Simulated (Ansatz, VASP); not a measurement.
# Ir: VASP beside Ansatz

```
Ir
1.0
     2.73291    0.00000    0.00000
    -1.36646    2.36677    0.00000
     0.00000    0.00000    4.43234
Ir
2
Direct
  0.33333 0.66667 0.25000
  0.66667 0.33333 0.75000
```

Change from the starting cell: volume scaled by 0.98.

Alike in both runs: task single point; functional PBE; k mesh 11 × 11 × 6; occupations fermi-dirac, width 0.05 eV; no spin polarisation.

|  | VASP | Ansatz |
| --- | --- | --- |
| version | VASP 6.6.1 | Ansatz 0.2.0 |
| potentials or method | VASP PAW PBE potentials, release 64 (Ir), cutoff 520 eV | all-electron LAPW, scalar-relativistic |

|  | VASP | Ansatz | Ansatz less VASP |
| --- | --- | --- | --- |
| gap on the k mesh at the Fermi level (eV) | none | none | - |
| pressure (GPa) | 6.4 | 5.8 | -0.62 |
| traceless stress, the component that is largest in VASP (GPa) | -0.12 | -0.17 | -0.046 |

A gap of «none» marks a metal or a gap that the smearing closes. Ansatz ran all-electron here, and VASP with PAW potentials.

Spin-orbit coupling is off throughout.
